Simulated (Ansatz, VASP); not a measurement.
## TePb: VASP beside Ansatz

```
CELL_PARAMETERS angstrom
0.00000 3.23100 3.23100
3.23100 0.00000 3.23100
3.23100 3.23100 0.00000
ATOMIC_POSITIONS crystal
Pb 0.00000 0.00000 0.00000
Te 0.50000 0.50000 0.50000
```

Alike in both runs: functional LDA; k mesh 7 × 7 × 7; occupations fermi-dirac, width 0.05 eV; no spin polarisation.

|  | VASP | Ansatz |
| --- | --- | --- |
| version | VASP 6.6.1 | Ansatz 0.2.0 |
| potentials or method | VASP PAW LDA potentials, release 64 (Pb_d, Te), cutoff 520 eV | all-electron LAPW, scalar-relativistic |
| task | single point | band structure |

|  | VASP | Ansatz | Ansatz less VASP |
| --- | --- | --- | --- |
| pressure (GPa) | -1.7 | -1.7 | -0.05 |

LDA's correlation is that of Perdew and Zunger in VASP and of Perdew and Wang (1992) in Ansatz. Ansatz ran all-electron here, and VASP with PAW potentials.

Neither program's run includes spin-orbit coupling.
